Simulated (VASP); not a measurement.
## Al: single point with PBE0

Al:

```
CELL_PARAMETERS angstrom
0.00000 2.03821 2.03821
2.03821 0.00000 2.03821
2.03821 2.03821 0.00000
ATOMIC_POSITIONS crystal
Al 0.00000 0.00000 0.00000
```

| Property | Result |
| --- | --- |
| Program | VASP 6.6.1 |
| Task | single point |
| Functional | PBE0 |
| Potentials or basis | VASP PAW PBE potentials, release 64 (Al) |
| Cutoff | 520 eV |
| k mesh | 6 × 6 × 6 |
| Occupations | fermi-dirac, width 0.05 eV |
| Spin | no spin polarisation |

| Item | Value |
| --- | --- |
| Pressure | -2.7 GPa |
| Band gap on the k mesh | zero (an odd number of electrons rules out a gap without spin polarisation) |

Levels at points of the mesh, in eV from the Fermi level:
```tsv
k point	band 1	band 2	band 3	band 4
(0.00, 0.00, 0.00)	-13.44	13.46	13.46	13.46
(0.50, 0.00, 0.00)	-6.07	-5.87	12.05	12.05
(0.50, 0.50, 0.00)	-4.17	-2.56	5.77	6.04
```

It took 2.8 min on 1 thread of Intel Xeon 8259CL, with other jobs on the host, peak memory 0.14 GiB.

Caveat: the k points lie up to 0.44 Å⁻¹ apart, too coarse for converged energies and pressures of a metal; the PAW data sets were made with another functional, which shifts forces and pressure a little.
